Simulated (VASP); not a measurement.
Set up this calculation in VASP 6.6.1, as the native input.

| Quantity | Value |
| --- | --- |
| Task | single point |
| Functional | PBE |
| Potentials or basis | VASP PAW PBE potentials, release 64 (Si) |
| Cutoff | 520 eV |
| k mesh | 6 × 6 × 6 |
| Occupations | gaussian, width 0.2 eV |
| Spin | no spin polarisation |
| Dipole correction | no |
| Further INCAR settings | ALGO = Normal; EDIFF = 1e-06; NBANDS = 26 |

The structure of Si lies in POSCAR:

```
Si
1.0
   -5.2905167133      0.0000000000      0.0000000000
   -2.6452583566     -3.3101556733      3.3102525125
   -2.6452583566      3.3101556733      3.3102525125
Si
8
Direct
    1.0000000000      0.7500000000      0.2500000000
    1.0000000000      0.2500000000      0.2500000000
    0.5000000000      0.2500000000      0.2500000000
    0.5000000000      0.7500000000      0.2500000000
    0.0000000000      0.7500000000      0.7500000000
    0.0000000000      0.2500000000      0.7500000000
    0.5000000000      0.2500000000      0.7500000000
    0.5000000000      0.7500000000      0.7500000000
```

These files were run (other wordings do the same):

INCAR

```
SYSTEM = Si
PREC = Accurate ; ENCUT = 520
EDIFF = 1E-6 ; ISMEAR = 0
SIGMA = 0.2 ; LREAL = .False.
LASPH = .True. ; NELM = 60
ALGO = Normal ; ISIF = 2
LWAVE = .False. ; LCHARG = .False.
GGA = PE ; NBANDS = 26
```

KPOINTS

```
Automatic mesh
0
Gamma
  6 6 6
  0 0 0
```

Potentials or basis: VASP PAW PBE potentials, release 64 (Si).

Launch:

```console
$ cat potpaw_PBE.64/Si/POTCAR > POTCAR
$ mpirun -np 1 vasp_std > vasp.out
```

It gave:

```json
{
 "Pressure": "0.0 GPa",
 "Band gap on the k mesh": "zero (band 16 reaches 11.20 eV, above the bottom of band 17 at 9.34 eV)"
}
```

It took 90 s on 1 thread of Intel Xeon 6975P-C, with other jobs on the host, peak memory 0.28 GiB.
